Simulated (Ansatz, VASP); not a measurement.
**Ge: VASP beside Ansatz**

```
Ge
1.0
     4.05019    0.00000    0.00000
    -2.02510    3.50757    0.00000
     0.00000    0.00000    6.68622
Ge
4
Direct
  0.66667 0.33333 0.06290
  0.33333 0.66667 0.56290
  0.66667 0.33333 0.43710
  0.33333 0.66667 0.93710
```

Change from the starting cell: volume scaled by 1.04.

Alike in both runs: task single point; functional PBEsol; k mesh 11 × 11 × 6; occupations fermi-dirac, width 0.05 eV; no spin polarisation.

|  | VASP | Ansatz |
| --- | --- | --- |
| version | VASP 6.6.1 | Ansatz 0.2.0 |
| potentials or method | VASP PAW PBE potentials, release 64 (Ge_d), cutoff 520 eV | all-electron LAPW, scalar-relativistic |

|  | VASP | Ansatz | Ansatz less VASP |
| --- | --- | --- | --- |
| pressure (GPa) | -2.5 | -2.5 | +0.07 |
| traceless stress, the component that is largest in VASP (GPa) | -0.08 | -0.09 | -0.005 |
| rms of the force components (eV/Å) | 0.007 | 0.008 | +0.0004 |

VASP's potentials were made for PBE, not for PBEsol. Atom by atom the forces differ by 0.000 eV/Å (rms over components). Ansatz ran all-electron here, and VASP with PAW potentials.
